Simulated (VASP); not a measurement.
C, 2 atoms in the cell. Symmetry: Fd-3m, No. 227, cubic system. Conventional cell: a = 3.554 Å, b = 3.554 Å, c = 3.554 Å, α = 90.00°, β = 90.00°, γ = 90.00°. C (site symmetry -43m) has 4 C at 1.54 Å within 2.1 Å. 

- Program: VASP 6.6.1
- Task: single point
- Functional: PBEsol
- Potentials or basis: VASP PAW PBE potentials, release 64 (C_h)
- Cutoff: 1300 eV
- k mesh: 16 × 16 × 16
- Occupations: fermi-dirac, width 0.02 eV
- Spin: no spin polarisation
- Dipole correction: no
- Further INCAR settings: ALGO = Normal; EDIFF = 1e-06; NBANDS = 11

Potentials or basis: VASP PAW PBE potentials, release 64 (C_h).

The run is started by

```bash
$ cat potpaw_PBE.64/C_h/POTCAR > POTCAR
$ mpirun -np 1 vasp_std > vasp.out
```

Hardware: 1 thread of Intel(R) Xeon(R) Platinum 8488C (Sapphire Rapids) (shared host).

Problem. How long does it take, and how much memory?

Solution. Run time: 37 s on 1 thread of Intel(R) Xeon(R) Platinum 8488C (Sapphire Rapids) (shared host), peak memory 0.19 GiB. Counts: scf iterations 11, k points 145.
